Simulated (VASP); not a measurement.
# CdIn2O2 (I4/mmm) in VASP: single point with PBE

Aim: the single point of CdIn2O2 with PBE.

All numbers are computed with VASP 6.6.1; they aren't measurements. Logs are shortened: lines on timing, memory, paths and dates and some standing lists are left out, and cuts for length are marked.

**1. The cell of the first run**

It takes space group I4/mmm (No. 139, tetragonal). Conventional cell: a = 5.785 Å, b = 5.785 Å, c = 6.579 Å, α = 90.00°, β = 90.00°, γ = 90.00°. Within 3.8 Å of Cd (site symmetry 4/mmm) lie 4 O at 2.89 Å and 8 In at 3.33 Å. In (site symmetry -4m2) has 2 O at 1.64 Å within 2.2 Å. O (site symmetry mmm) has 2 In at 1.64 Å within 2.2 Å.

The cell was built from a structure type or drawn by symmetry, and may not be a known phase.

**2. Single point, PBE**

The input, INCAR:

```
SYSTEM = CdIn2O2
  PREC = Accurate
  ENCUT = 600
  EDIFF = 1E-6
  ISMEAR = 0
  SIGMA = 0.1
  LREAL = .FALSE.
  LASPH = .TRUE.
  NELM = 120
  ALGO = Normal
  ISIF = 2
  LWAVE = .FALSE.
  LCHARG = .FALSE.
  GGA = PE
  NBANDS = 37
  GGA_COMPAT = .FALSE.
```

The input, KPOINTS:

```
Automatic mesh
0
G
  4 4 4
  0 0 0
```

The input, POSCAR:

```
CdIn2O2
1.0
   -2.8925578000      2.8925578000      3.2897238000
    2.8925578000     -2.8925578000      3.2897238000
    2.8925578000      2.8925578000     -3.2897238000
Cd In O
1 2 2
Direct
    0.0000000000      0.0000000000      0.0000000000
    0.7500000000      0.2500000000      0.5000000000
    0.2500000000      0.7500000000      0.5000000000
    0.5000000000      0.0000000000      0.5000000000
    0.0000000000      0.5000000000      0.5000000000
```

Potentials or basis: VASP PAW PBE potentials, release 64 (Cd_sv_GW, In_d, O).

Launch:

```
> cat potpaw_PBE.64/Cd_sv_GW/POTCAR potpaw_PBE.64/In_d/POTCAR potpaw_PBE.64/O/POTCAR > POTCAR
> mpirun -np 1 vasp_std > vasp.out
```

OUTCAR:

```text
SYSTEM = CdIn2O2
   PREC = Accurate
   ENCUT = 600
   EDIFF = 1E-6
   ISMEAR = 0
   LREAL = .FALSE.
   LASPH = .TRUE.
   NELM = 120
   ISIF = 2
   GGA = PE

 ion  position               nearest neighbor table
   1  0.000  0.000  0.000-   2 3.33   3 3.33   2 3.33   3 3.33   2 3.33   3 3.33   2 3.33   3 3.33

   2  0.750  0.250  0.500-   4 1.64   5 1.64   3 3.29   3 3.29   1 3.33   1 3.33   1 3.33   1 3.33

   3  0.250  0.750  0.500-   4 1.64   5 1.64   2 3.29   2 3.29   1 3.33   1 3.33   1 3.33   1 3.33

   4  0.500  0.000  0.500-   2 1.64   3 1.64
   5  0.000  0.500  0.500-   2 1.64   3 1.64

  LATTYP: Found a body centered tetragonal cell.
 ALAT       =     5.7851156000
 C/A-ratio  =     1.1373061586

  Lattice vectors:

 A1 = (  -2.8925578000,   2.8925578000,   3.2897238000)
 A2 = (   2.8925578000,  -2.8925578000,   3.2897238000)
 A3 = (   2.8925578000,   2.8925578000,  -3.2897238000)

Analysis of symmetry for initial positions (statically):
=====================================================================
 Subroutine PRICEL returns:
 Original cell was already a primitive cell.

 Routine SETGRP: Setting up the symmetry group for a
 body centered tetragonal supercell.

 Subroutine GETGRP returns: Found 16 space group operations
 (whereof 16 operations were pure point group operations)
 out of a pool of 16 trial point group operations.

The static configuration has the point symmetry D_4h.

Analysis of symmetry for dynamics (positions and initial velocities):
=====================================================================
 Subroutine PRICEL returns:
 Original cell was already a primitive cell.

 Routine SETGRP: Setting up the symmetry group for a
 body centered tetragonal supercell.

 Subroutine GETGRP returns: Found 16 space group operations
 (whereof 16 operations were pure point group operations)
 out of a pool of 16 trial point group operations.

The dynamic configuration has the point symmetry D_4h.

 Subroutine INISYM returns: Found 16 space group operations
 (whereof 16 operations are pure point group operations),
 and found     1 'primitive' translations

----------------------------------------------------------------------------------------

                                     Primitive cell

  volume of cell :     110.0990

  direct lattice vectors                    reciprocal lattice vectors
    -2.892557800  2.892557800  3.289723800     0.000000000  0.172857393  0.151988444
     2.892557800 -2.892557800  3.289723800     0.172857393  0.000000000  0.151988444
     2.892557800  2.892557800 -3.289723800     0.172857393  0.172857393  0.000000000

  length of vectors
     5.249387005  5.249387005  5.249387005     0.230174206  0.230174206  0.244457269

  position of ions in fractional coordinates (direct lattice)
     0.000000000  0.000000000  0.000000000
     0.750000000  0.250000000  0.500000000
     0.250000000  0.750000000  0.500000000
     0.500000000  0.000000000  0.500000000
     0.000000000  0.500000000  0.500000000

  ion indices of the primitive-cell ions
   primitive index   ion index
                 1           1
                 2           2
                 3           3
                 4           4
                 5           5

----------------------------------------------------------------------------------------

 KPOINTS: Automatic mesh

Automatic generation of k-mesh.
 Grid dimensions read from file:
 generate k-points for:    4    4    4

 Generating k-lattice:

  Cartesian coordinates                     Fractional coordinates (reciprocal lattice)
     0.000000000  0.043214348  0.037997111     0.250000000  0.000000000  0.000000000
     0.043214348  0.000000000  0.037997111     0.000000000  0.250000000  0.000000000
     0.043214348  0.043214348  0.000000000     0.000000000  0.000000000  0.250000000

  Length of vectors
     0.057543552  0.057543552  0.061114317

  Shift w.r.t. Gamma in fractional coordinates (k-lattice)
     0.000000000  0.000000000  0.000000000

 Subroutine IBZKPT returns following result:
 ===========================================

 Found     13 irreducible k-points:

 Following reciprocal coordinates:
            Coordinates               Weight
  0.000000  0.000000  0.000000      1.000000
  0.250000  0.000000  0.000000      8.000000
  0.500000  0.000000  0.000000      4.000000
  0.250000  0.250000  0.000000      8.000000
  0.500000  0.250000  0.000000     16.000000
 -0.250000  0.250000  0.000000      4.000000
  0.500000  0.500000  0.000000      2.000000
  0.250000  0.250000  0.250000      2.000000
 -0.250000  0.250000  0.250000      4.000000
  0.500000  0.500000  0.250000      4.000000
 -0.250000  0.500000  0.250000      8.000000
 -0.250000 -0.250000  0.250000      2.000000
  0.500000  0.500000  0.500000      1.000000
   k-points           NKPTS =     13   k-points in BZ     NKDIM =     13   number of bands    NBANDS=     37
   number of dos      NEDOS =    301   number of ions     NIONS =      5
   total plane-waves  NPLWV =  74088
   dimension x,y,z NGX =    42 NGY =   42 NGZ =   42
   dimension x,y,z NGXF=    84 NGYF=   84 NGZF=   84
   ions per type =               1   2   2
   NGX,Y,Z   is equivalent  to a cutoff of  13.30, 13.30, 13.30 a.u.
   NGXF,Y,Z  is equivalent  to a cutoff of  26.60, 26.60, 26.60 a.u.
 SYSTEM =  CdIn2O2
   PREC   = accura    normal or accurate (medium, high low for compatibility)
   ISTART =      0    job   : 0-new  1-cont  2-samecut
   ICHARG =      2    charge: 1-file 2-atom 10-const
   ISPIN  =      1    spin polarized calculation?
   LNONCOLLINEAR =      F non collinear calculations
   LSORBIT =      F    spin-orbit coupling
   LASPH  =      T    aspherical Exc in radial PAW
   ENCUT  =  600.0 eV  44.10 Ry    6.64 a.u.  10.48 10.48 10.48*2*pi/ulx,y,z
   NELM   =    120;   NELMIN=  2; NELMDL= -5     # of ELM steps
   EDIFF  = 0.1E-05   stopping-criterion for ELM
   LREAL  =      F    real-space projection
   EDIFFG = 0.1E-04   stopping-criterion for IOM
   NSW    =      0    number of steps for IOM
   IBRION =     -1    ionic relax: 0-MD 1-quasi-New 2-CG
   NFREE  =      0    steps in history (QN), initial steepest desc. (CG)
   ISIF   =      2    stress and relaxation
   ISYM   =      2    0-nonsym 1-usesym 2-fastsym
   POTIM  = 0.5000    time-step for ionic-motion
   TEBEG  =    0.0;   TEEND  =   0.0 temperature during run
   PSTRESS=    0.0 pullay stress
   NELECT =      58.0000    total number of electrons
   NUPDOWN=      -1.0000    fix difference up-down
   EMIN   =  10.00;   EMAX   =-10.00  energy-range for DOS
   EFERMI =   0.00;   METHOD = LEGACY
   ISMEAR =     0;   SIGMA  =   0.10  broadening in eV -4-tet -1-fermi 0-gaus
   EFERMI_NEDOS =   21; number of points for ismear=-14 and -15
   IALGO  =     38    algorithm
   IMIX   =      4    mixing-type and parameters
     AMIX     =   0.40;   BMIX     =  1.00
     AMIX_MAG =   1.60;   BMIX_MAG =  1.00
  volume/ion in A,a.u.               =      22.02       148.60
  Fermi-wavevector in a.u.,A,eV,Ry     =   1.322177  2.498553 23.785058  1.748152
  Thomas-Fermi vector in A             =   2.451877
   LORBIT       =      0    0 simple, 1 ext, 2 COOP (PROOUT), +10 PAW based schemes
   GGA     = PE    functional components
   LHFCALC =     F    Hartree Fock is set to
   AEXX    =    0.0000 exact exchange contribution
   IVDW    =     0    specifies the selected vdW correction
   LEPSILON=     F    determine dielectric tensor
   LRPA    =     F    only Hartree local field effects (RPA)
 non-spin polarized calculation
 Gauss-broadening in eV      SIGMA  =   0.10
  energy-cutoff  :      600.00
  volume of cell :      110.10
 maximum number of plane-waves:      3713
 NGX is ok and might be reduce to    42
   NGX = 21   NGY = 21   NGZ = 21

 number of electron      58.0000002 magnetization

 Free energy of the ion-electron system (eV)
  ---------------------------------------------------
  ext. energy  EPLUGINS =         0.00000000
  ---------------------------------------------------
  free energy    TOTEN  =        -8.86491036 eV

  energy without entropy =       -8.85148264  energy(sigma->0) =       -8.85819650

 E-fermi :   5.2812     XC(G=0):  -9.1912

 val. band max:        5.2102822215   @ k =  -0.2500   0.5000   0.2500
 cond. band min:       5.3995896469   @ k =   0.5000   0.2500   0.0000
 fundamental gap:      0.1893074255
 Fermi energy:         5.2812331189

 k-point     1 :       0.0000    0.0000    0.0000
  band No.  band energies     occupation
      1     -97.6464      2.00000
      2     -58.7256      2.00000
      3     -58.7256      2.00000
      4     -58.6221      2.00000
      5     -19.2057      2.00000
      6     -16.2709      2.00000
[... 29 lines left out ...]
     36      11.4729      0.00000
     37      11.4888      0.00000

 k-point     2 :       0.2500    0.0000    0.0000
  band No.  band energies     occupation
      1     -97.6464      2.00000
      2     -58.7256      2.00000
      3     -58.7255      2.00000
      4     -58.6221      2.00000
      5     -18.9491      2.00000
      6     -17.0898      2.00000
[... 29 lines left out ...]
     36      11.2233      0.00000
     37      11.2499      0.00000

 k-point     3 :       0.5000    0.0000    0.0000
  band No.  band energies     occupation
      1     -97.6464      2.00000
      2     -58.7255      2.00000
      3     -58.7255      2.00000
      4     -58.6221      2.00000
      5     -18.2057      2.00000
      6     -18.2033      2.00000
[... 29 lines left out ...]
     36      10.9857      0.00000
     37      12.3619      0.00000
[... 321 lines left out ...]
 k-point    12 :      -0.2500   -0.2500    0.2500
  band No.  band energies     occupation
      1     -97.6464      2.00000
      2     -58.7256      2.00000
      3     -58.7256      2.00000
      4     -58.6220      2.00000
      5     -18.2156      2.00000
      6     -18.1959      2.00000
[... 29 lines left out ...]
     36      10.7294      0.00000
     37      11.5361      0.00000

 k-point    13 :       0.5000    0.5000    0.5000
  band No.  band energies     occupation
      1     -97.6464      2.00000
      2     -58.7255      2.00000
      3     -58.7255      2.00000
      4     -58.6219      2.00000
      5     -19.1881      2.00000
      6     -16.3044      2.00000
[... 29 lines left out ...]
     36      12.6251      0.00000
     37      13.1716      0.00000

------------------------ aborting loop because EDIFF is reached ----------------------------------------

  FORCE on cell =-STRESS in cart. coord.  units (eV):
  Direction    XX          YY          ZZ          XY          YZ          ZX
  --------------------------------------------------------------------------------------
  -------------------------------------------------------------------------------------
  Total        0.7702618      0.7702618     90.9140411      0.0000000      0.0000000      0.0000000
  in kB       11.2089628     11.2089628   1322.9944573      0.0000000      0.0000000      0.0000000
  external PRESSURE =     448.4707943 kB  Pullay stress =       0.0000000 kB

 VOLUME and BASIS-vectors are now :
 -----------------------------------------------------------------------------
  energy-cutoff  :      600.00
  volume of cell :      110.10
      direct lattice vectors                 reciprocal lattice vectors
    -2.892557800  2.892557800  3.289723800     0.000000000  0.172857393  0.151988444
     2.892557800 -2.892557800  3.289723800     0.172857393  0.000000000  0.151988444
     2.892557800  2.892557800 -3.289723800     0.172857393  0.172857393  0.000000000

 POSITION                                       TOTAL-FORCE (eV/Angst)
 -----------------------------------------------------------------------------------
      0.00000      0.00000      0.00000         0.000000     -0.000000     -0.000000
      0.00000      2.89256      1.64486         0.000000     -0.000000     -0.000000
      2.89256      0.00000      1.64486        -0.000000      0.000000      0.000000
      0.00000      2.89256      0.00000         0.000000     -0.000000     -0.000000
      2.89256      0.00000      0.00000         0.000000     -0.000000     -0.000000
 -----------------------------------------------------------------------------------
    total drift:                               -0.000000     -0.000000      0.000000

  FREE ENERGIE OF THE ION-ELECTRON SYSTEM (eV)
  ---------------------------------------------------
  free  energy   TOTEN  =        -8.8649103620 eV

  energy  without entropy=       -8.8514826404  energy(sigma->0) =       -8.85819650
```

Run time: 3 min. Hardware: 1 thread of AMD EPYC 7R43 (Zen 3), shared host; peak memory 0.26 GiB.

What came out:

```yaml
Free_energy: -8.8649 eV
Pressure: 44.8 GPa
Band_gap_on_the_k_mesh: zero (bands 29 and 30 overlap by 1.96 eV)
```

Caveat: the k points lie up to 0.36 Å⁻¹ apart, too coarse for converged energies and pressures of a metal; spin-orbit coupling is left out, which moves the levels of the heavy elements.
